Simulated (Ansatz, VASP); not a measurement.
## Pt in VASP and in Ansatz

The input INCAR:

```
SYSTEM = Pt
PREC = Accurate ; ENCUT = 520
EDIFF = 1E-7 ; ISMEAR = 0
SIGMA = 0.15 ; LREAL = .FALSE.
LASPH = .TRUE. ; NELM = 80
ALGO = Normal ; ISIF = 2
LWAVE = .FALSE. ; LCHARG = .FALSE.
NBANDS = 11
```

The input KPOINTS:

```
regular mesh
0
G
  20 20 20
  0 0 0
```

Contents of POSCAR:

```
Pt
1.0
    0.2920150933      2.1317101808      2.1317101808
    2.1317101808      0.2920150933      2.1317101808
    2.1317101808      2.1317101808      0.2920150933
Pt
1
Direct
    0.0000000000      0.0000000000      0.0000000000
```

Input for Ansatz:

```yaml
crystal:
  lattice:
    - [0.2920150933, 2.1317101808, 2.1317101808]
    - [2.1317101808, 0.2920150933, 2.1317101808]
    - [2.1317101808, 2.1317101808, 0.2920150933]
  atoms:
    - { symbol: Pt, position: [0.0, 0.0, 0.0] }
basis:
  ecutwfc: 420
kpoints:
  mp_grid: { grid: [20, 20, 20] }
hamiltonian:
  xc: lda
  pseudopotentials: { kind: paw, azcp: { folder: soft_1 } }
scf:
  occupations: { method: gaussian, width: 0.15 }
output:
  forces: true
  stress: true
  eigenvalues: true
  write_density: true
  write_potential: true
  elf: true
  volumetric_format: npy
```

Change from the starting cell: equal engineering shear yz, xz and xy +0.1500, equal normal strain along x, y and z +0.0200.

Alike in both runs: task single point; functional LDA; k mesh 20 × 20 × 20; occupations gaussian, width 0.15 eV; no spin polarisation.

```csv
,VASP,Ansatz
version,VASP 6.6.1,Ansatz 0.2.0
potentials or method,"VASP PAW LDA potentials, release 64 (Pt), cutoff 520 eV","scalar-relativistic, plane waves, PAW"
valence electrons in the cell,10,18
```

Ansatz gave:

| Quantity | Value |
| --- | --- |
| gap on the k mesh at the Fermi level (eV) | none |
| pressure (GPa) | 3.2 |
| traceless stress, the component that is largest in VASP (GPa) | -13.08 |

Which values does VASP return?

gap on the k mesh at the Fermi level (eV): none; pressure (GPa): 3.9; traceless stress, the component that is largest in VASP (GPa): -13.42.

Ansatz warns that its potentials were made for another functional, while VASP's fit it. LDA's correlation is that of Perdew and Zunger in VASP and of Perdew and Wang (1992) in Ansatz. A gap of «none» marks a metal or a gap that the smearing closes. VASP's potentials hold 10 valence electrons a cell and Ansatz's 18, so a difference there can come from the potentials and not from the codes.

Spin-orbit coupling is off throughout.
